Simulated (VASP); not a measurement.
Set up this calculation in VASP 6.6.1, as the native input.

```
Task                   : single point
Functional             : LDA
Potentials or basis    : VASP PAW LDA potentials, release 64 (Cd, In_d)
Cutoff                 : 520 eV
k mesh                 : 5 × 5 × 5
Occupations            : gaussian, width 0.3 eV
Spin                   : no spin polarisation
Dipole correction      : no
Further INCAR settings : ALGO = Normal; EDIFF = 1e-06; NBANDS = 34
```

The structure of CdIn3 lies in POSCAR:

```
CdIn3
1.0
    5.2687120000      0.0000000000      0.0000000000
    2.6343560000      4.5628384372      0.0000000000
    2.6343560000      1.5209461457      4.3018853339
Cd In
1 3
Direct
    0.0000000000      0.0000000000      0.0000000000
    0.2500000000      0.2500000000      0.2500000000
    0.7500000000      0.7500000000      0.7500000000
    0.5000000000      0.5000000000      0.5000000000
```

The input as run:

INCAR

```
PREC = Accurate
ENCUT = 520
EDIFF = 1E-6
ISMEAR = 0
SIGMA = 0.3
LREAL = False
LASPH = True
NELM = 100
ALGO = Normal
ISIF = 2
LWAVE = False
LCHARG = False
GGA = CA
NBANDS = 34
```

KPOINTS

```
Automatic mesh
0
Gamma
  5 5 5
```

Potentials or basis: VASP PAW LDA potentials, release 64 (Cd, In_d).

Command:

```bash
$ cat potpaw_LDA.64/Cd/POTCAR potpaw_LDA.64/In_d/POTCAR > POTCAR
$ mpirun -np 1 vasp_std > vasp.out
```

Results of the run:

| Quantity | Value |
| --- | --- |
| Pressure | -3.1 GPa |
| Band gap on the k mesh | zero (an odd number of electrons rules out a gap without spin polarisation) |

Caveat: the cell stands under tension; so wide a smearing shifts energies and pressures; spin-orbit coupling is left out, which moves the levels of the heavy elements.

It took 56 s on 1 thread of Intel Xeon 8259CL, on a shared host, peak memory 0.21 GiB.
